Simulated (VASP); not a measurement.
Set up this calculation in VASP 6.6.1, as the native input.

| Quantity | Value |
| --- | --- |
| Task | single point |
| Functional | LDA |
| Potentials or basis | VASP PAW LDA potentials, release 64 (Pb_d, Se) |
| Cutoff | 520 eV |
| k mesh | 6 × 6 × 4 |
| Occupations | gaussian, width 0.01 eV |
| Spin | no spin polarisation |
| Dipole correction | no |
| Further INCAR settings | ALGO = Normal; EDIFF = 1e-06; NBANDS = 28 |

The structure of PbSe lies in POSCAR:

```
PbSe
1.0
    2.2108727028     -6.2933410969      0.0000000000
    2.2108727028      6.2933410969      0.0000000000
    0.0000000000      0.0000000000      4.5661426145
Pb Se
2 2
Direct
    0.6317610000      0.3682390000      0.7500000000
    0.3682390000      0.6317610000      0.2500000000
    0.8612900000      0.1387100000      0.7500000000
    0.1387100000      0.8612900000      0.2500000000
```

The input as run:

INCAR

```
ALGO = Normal
EDIFF = 1E-6
ENCUT = 520
ISIF = 2
ISMEAR = 0
LASPH = T
LCHARG = T
LELF = T
LREAL = F
LVHAR = T
LWAVE = F
NBANDS = 28
NELM = 80
PREC = Accurate
SIGMA = 0.01
```

KPOINTS

```
k-points
0
Gamma
  6 6 4
```

Potentials or basis: VASP PAW LDA potentials, release 64 (Pb_d, Se).

Launch:

```sh
$ cat potpaw_LDA.64/Pb_d/POTCAR potpaw_LDA.64/Se/POTCAR > POTCAR
$ mpirun -np 1 vasp_std > vasp.out
```

Results of the run:

```yaml
Pressure: -5.9 GPa
Largest_force: 0.433 eV/Å
Band_gap_on_the_k_mesh: 1.17 eV, indirect (least direct gap 1.33 eV)
```

Caveat: spin-orbit coupling is left out, which moves the levels of the heavy elements.

Run time: 120 s on 1 thread of Intel(R) Xeon(R) Platinum 8259CL CPU @ 2.50GHz (Skylake/Cascade Lake) (shared host), peak memory 0.3 GiB.
